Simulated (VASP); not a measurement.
Re, 1 atom in the cell. It takes space group Fm-3m (No. 225, cubic). Conventional cell: a = 3.923 Å, b = 3.923 Å, c = 3.923 Å, α = 90.00°, β = 90.00°, γ = 90.00°. Re (site symmetry m-3m) has 12 Re at 2.77 Å within 3.7 Å.  This cell differs from its parent crystal: volume scaled by 0.98.

```yaml
Program: VASP 6.6.1
Task: electric field gradients
Functional: LDA
Potentials_or_basis: VASP PAW LDA potentials, release 64 (Re)
Cutoff: 520 eV
k_mesh: 14 × 14 × 14
Occupations: fermi-dirac, width 0.03 eV
Spin: no spin polarisation
Dipole_correction: no
Further_INCAR_settings: ALGO = Normal; EDIFF = 1e-08; NBANDS = 10
```

Potentials or basis: VASP PAW LDA potentials, release 64 (Re).

Command:

```console
$ cat potpaw_LDA.64/Re/POTCAR > POTCAR
$ mpirun -np 1 vasp_std > vasp.out
```

Hardware: 1 thread of Intel Xeon 6975P-C, on a shared host.

Question: Estimate the wall time of this run.

Answer: It took 29 s on 1 thread of Intel Xeon 6975P-C (shared host), peak memory 0.14 GiB. Counts: scf iterations 13, k points 104.
